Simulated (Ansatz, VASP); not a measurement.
BaZrO3 in VASP and in Ansatz

INCAR

```
ALGO     = Normal         # electronic algorithm
EDIFF    = 1E-7           # SCF threshold, eV
ENCUT    = 520            # plane-wave cutoff, eV
GGA      = PE             # functional
ISIF     = 2              # what is computed and relaxed
ISMEAR   = 0              # smearing method
LASPH    = True           # aspherical terms in the spheres
LCHARG   = False          # write CHGCAR
LREAL    = False          # projectors in reciprocal space
LWAVE    = False          # write WAVECAR
NBANDS   = 28             # bands
NELM     = 80             # most SCF steps
PREC     = Accurate       # precision mode
SIGMA    = 0.05           # smearing width, eV
```

File KPOINTS:

```
k-points
0
Gamma
  6 6 6
```

File POSCAR:

```
BaZrO3
1.0
    4.5996500000      0.0000000000      0.0000000000
    0.0000000000      4.5996500000      0.0000000000
    0.0000000000      0.0000000000      4.1815000000
Ba Zr O
1 1 3
Direct
    0.5000000000      0.5000000000      0.5000000000
    0.0000000000      0.0000000000      0.0000000000
    0.5000000000      0.0000000000      0.0000000000
    0.0000000000      0.5000000000      0.0000000000
    0.0000000000      0.0000000000      0.5000000000
```

Input for Ansatz:

```yaml
crystal:
  lattice:
    - [4.59965, 0.0, 0.0]
    - [0.0, 4.59965, 0.0]
    - [0.0, 0.0, 4.1815]
  atoms:
    - { symbol: Ba, position: [0.5, 0.5, 0.5] }
    - { symbol: Zr, position: [0.0, 0.0, 0.0] }
    - { symbol: O, position: [0.5, 0.0, 0.0] }
    - { symbol: O, position: [0.0, 0.5, 0.0] }
    - { symbol: O, position: [0.0, 0.0, 0.5] }
basis:
  ecutwfc: 420
kpoints:
  mp_grid: { grid: [6, 6, 6] }
hamiltonian:
  xc: pbe
scf:
  occupations: { method: gaussian, width: 0.05 }
output:
  forces: true
  stress: true
  eigenvalues: true
  write_density: true
  write_potential: true
  elf: true
  volumetric_format: npy
```

Change from the starting cell: strain +0.1000 x Voigt [1, 1, 0, 0, 0, 0], atoms carried along.

Alike in both runs: task single point; functional PBE; k mesh 6 × 6 × 6; occupations gaussian, width 0.05 eV; no spin polarisation.

|  | VASP | Ansatz |
| --- | --- | --- |
| version | VASP 6.6.1 | Ansatz 0.2.0 |
| potentials or method | VASP PAW PBE potentials, release 64 (Ba_sv, Zr_sv, O), cutoff 520 eV | scalar-relativistic, plane waves, PAW |
| valence electrons in the cell | 40 | 40 |

|  | VASP | Ansatz | Ansatz less VASP |
| --- | --- | --- | --- |
| gap on the k mesh at the Fermi level (eV) | 2.52 | 2.55 | +0.030 |
| least direct gap on the mesh (eV) | 2.82 | 2.84 | +0.020 |
| pressure (GPa) | -14.7 | -15.2 | -0.49 |
| traceless stress, the component that is largest in VASP (GPa) | 8.04 | 7.89 | -0.144 |

Neither program's run includes spin-orbit coupling.
